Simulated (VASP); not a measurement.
MgS (Niningerite): single point with r2SCAN

MgS (Niningerite):

```
Mg S
1.0
     0.00000    2.66926    2.66926
     2.66926    0.00000    2.66926
     2.66926    2.66926    0.00000
Mg S
1 1
Direct
  0.00000 0.00000 0.00000
  0.50000 0.50000 0.50000
```

```yaml
Program: VASP 6.6.1
Task: single point
Functional: r2SCAN
Potentials_or_basis: VASP PAW PBE potentials, release 64 (Mg, S)
Cutoff: 520 eV
k_mesh: 6 × 6 × 6
Occupations: gaussian, width 0.01 eV
Spin: no spin polarisation
```

The pressure is -5.7 GPa and the band gap on the k mesh is 3.26 eV, indirect (least direct gap 4.00 eV).

Levels at points of the mesh, in eV from the valence-band top:
```
           k point  band 2  band 3  band 4  band 5  band 6  band 7
(0.00, 0.00, 0.00)    0.00    0.00    0.00    4.00    8.57    8.57
(0.50, 0.00, 0.00)   -4.48   -0.53   -0.53    5.09    7.40    7.40
(0.50, 0.50, 0.00)   -3.88   -1.56   -1.56    3.26    5.14   12.35
```

It took 17 s on 1 thread of Intel(R) Xeon(R) 6975P-C (Granite Rapids), on a shared host, peak memory 0.16 GiB.

Caveat: the PAW data sets were made with another functional, which shifts forces and pressure a little. r2SCAN opens gaps a little over a GGA but as a rule still falls short of measured ones.
